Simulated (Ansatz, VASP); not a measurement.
Bi: VASP beside Ansatz

```xyz
2
Lattice="2.2925 1.3236 4.0468 -2.2925 1.3236 4.0468 0.0000 -2.6471 4.0468" Properties=species:S:1:pos:R:3 pbc="T T T"
Bi    0.0000    0.0000    2.8373
Bi    0.0000    0.0000    9.3029
```

Alike in both runs: task single point; functional PBE; k mesh 8 × 8 × 8; occupations gaussian, width 1 eV; no spin polarisation.

|  | VASP | Ansatz |
| --- | --- | --- |
| version | VASP 6.6.1 | Ansatz 0.2.0 |
| potentials or method | VASP PAW PBE potentials, release 64 (Bi_d), cutoff 520 eV | plane waves (420 eV) with PAW, scalar-relativistic |
| valence electrons in the cell | 30 | 30 |

```csv
,VASP,Ansatz,Ansatz less VASP
pressure (GPa),0.5,0.5,+0.04
"traceless stress, the component that is largest in VASP (GPa)",-0.12,-0.12,+0.001
```

Neither program's run includes spin-orbit coupling.
